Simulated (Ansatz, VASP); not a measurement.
**TePb in VASP and in Ansatz**

Contents of INCAR:

```
ALGO     = Normal         # electronic algorithm
EDIFF    = 1E-6           # SCF threshold, eV
ENCUT    = 500            # plane-wave cutoff, eV
GGA      = PE             # functional
GGA_COMPAT= F            
ISIF     = 2              # what is computed and relaxed
ISMEAR   = 0              # smearing method
LASPH    = T              # aspherical terms in the spheres
LCHARG   = F              # write CHGCAR
LREAL    = F              # projectors in reciprocal space
LWAVE    = F              # write WAVECAR
NBANDS   = 17             # bands
NELM     = 120            # most SCF steps
PREC     = Accurate       # precision mode
SIGMA    = 0.02           # smearing width, eV
```

Contents of KPOINTS:

```
k-points
0
Gamma
  8 8 8
```

POSCAR

```
TePb
1.0
    0.0000000000      3.3559186500      3.3559186500
    3.3559186500      0.0000000000      3.3559186500
    3.3559186500      3.3559186500      0.0000000000
Te Pb
1 1
Direct
    0.5000000000      0.5000000000      0.5000000000
    0.0000000000      0.0000000000      0.0000000000
```

Input for Ansatz:

```yaml
crystal:
  lattice:
    - [0.0, 3.35591865, 3.35591865]
    - [3.35591865, 0.0, 3.35591865]
    - [3.35591865, 3.35591865, 0.0]
  atoms:
    - { symbol: Te, position: [0.5, 0.5, 0.5] }
    - { symbol: Pb, position: [0.0, 0.0, 0.0] }
basis:
  ecutwfc: 420
kpoints:
  mp_grid: { grid: [8, 8, 8] }
hamiltonian:
  xc: pbe
scf:
  occupations: { method: gaussian, width: 0.02 }
output:
  forces: true
  stress: true
  eigenvalues: true
  populations: true
```

Alike in both runs: task single point; functional PBE; k mesh 8 × 8 × 8; occupations gaussian, width 0.02 eV; no spin polarisation.

|  | VASP | Ansatz |
| --- | --- | --- |
| version | VASP 6.6.1 | Ansatz 0.2.0 |
| potentials or method | VASP PAW PBE potentials, release 64 (Te, Pb_d), cutoff 500 eV | scalar-relativistic, plane waves, PAW |
| valence electrons in the cell | 20 | 30 |

|  | VASP | Ansatz | Ansatz less VASP |
| --- | --- | --- | --- |
| gap on the k mesh at the Fermi level (eV) | 0.93 | 0.93 | -0.004 |
| least direct gap on the mesh (eV) | 0.93 | 0.93 | -0.004 |
| pressure (GPa) | -2.2 | -2.1 | +0.05 |

VASP's potentials hold 20 valence electrons a cell and Ansatz's 30, so a difference there can come from the potentials and not from the codes.

Neither program's run includes spin-orbit coupling.
